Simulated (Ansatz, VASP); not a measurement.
One calculation of TiC, two programs

```
CELL_PARAMETERS angstrom
2.71069 0.00000 0.00000
0.00000 2.71069 0.00000
0.00000 0.00000 2.71069
ATOMIC_POSITIONS crystal
Ti 0.00000 0.00000 0.00000
C 0.50000 0.50000 0.50000
```

Alike in both runs: functional PBE; k mesh 20 × 20 × 20; occupations gaussian, width 0.1 eV; no spin polarisation.

Ansatz relaxed the structure, and its values are those at the end. VASP's run is a single point on that final structure, the one shown.

|  | VASP | Ansatz |
| --- | --- | --- |
| version | VASP 6.6.1 | Ansatz 0.2.0 |
| potentials or method | VASP PAW PBE potentials, release 64 (Ti_sv, C), cutoff 520 eV | scalar-relativistic, plane waves, PAW |
| valence electrons in the cell | 16 | 16 |

Ansatz gave:

```
gap on the k mesh at the Fermi level (eV) : none
pressure (GPa)                            : 0.0
```

Question: What did VASP give for the same quantities?

Answer: gap on the k mesh at the Fermi level (eV): none; pressure (GPa): 0.2.

A gap of «none» marks a metal or a gap that the smearing closes. The functional is the same, so the differences come from potentials, cutoffs and numerics.
